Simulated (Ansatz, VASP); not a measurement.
Two plane-wave programs on MgO5

```
CELL_PARAMETERS angstrom
3.04754 0.00000 0.00000
0.00000 3.04754 0.00000
0.00000 0.00000 6.68907
ATOMIC_POSITIONS crystal
Mg 0.50000 0.50000 0.50000
O 0.50000 0.50000 0.16974
O 0.50000 0.50000 0.83026
O 0.00000 0.50000 0.00000
O 0.50000 0.00000 0.00000
O 0.00000 0.00000 0.50000
```

Alike in both runs: functional PBE; k mesh 12 × 12 × 6; occupations gaussian, width 0.1 eV; collinear spin.

Ansatz relaxed the structure, and its values are those at the end. VASP's run is a single point on that final structure, the one shown.

```csv
,VASP,Ansatz
version,VASP 6.6.1,Ansatz 0.2.0
potentials or method,"VASP PAW PBE potentials, release 64 (Mg, O), cutoff 520 eV","scalar-relativistic, plane waves, PAW"
valence electrons in the cell,32,40
```

|  | VASP | Ansatz | Ansatz less VASP |
| --- | --- | --- | --- |
| gap on the k mesh at the Fermi level (eV) | none | none | - |
| pressure (GPa) | -0.8 | 0.0 | +0.81 |
| rms of the force components (eV/Å) | 0.015 | 0.000 | -0.0144 |
| net moment per atom (μB) | 0.00 | 0.05 | +0.050 |
| size of the moment on the site where the two differ most (μB) | 0.00 | 0.29 | +0.295 |

Site moments also hang on the region over which each program counts them. A gap of «none» marks a metal or a gap that the smearing closes. With one functional, cell and mesh, what is left measures potentials, basis and numerics. VASP's potentials hold 32 valence electrons a cell and Ansatz's 40, so a difference there can come from the potentials and not from the codes.
